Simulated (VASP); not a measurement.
A run of VASP 6.6.1 is set up as follows.

INCAR

```
SYSTEM = P
  PREC = Accurate
  ENCUT = 520
  EDIFF = 1E-6
  ISMEAR = -1
  SIGMA = 0.1
  LREAL = .False.
  LASPH = .True.
  NELM = 60
  ALGO = Normal
  ISIF = 2
  LWAVE = .False.
  LCHARG = .False.
  GGA = PE
  NBANDS = 8
```

File KPOINTS:

```
Automatic mesh
0
Gamma
  17 17 17
  0 0 0
```

File POSCAR:

```
P
1.0
   -1.5257417024      1.5257417024      1.5257417024
    1.5257417024     -1.5257417024      1.5257417024
    1.5257417024      1.5257417024     -1.5257417024
P
1
Direct
    0.0000000000      0.0000000000      0.0000000000
```

Potentials or basis: VASP PAW PBE potentials, release 64 (P).

The run is started by

```console
$ cat potpaw_PBE.64/P/POTCAR > POTCAR
$ mpirun -np 1 vasp_std > vasp.out
```

Question: Predict the pressure.

Answer: -0.2 GPa.
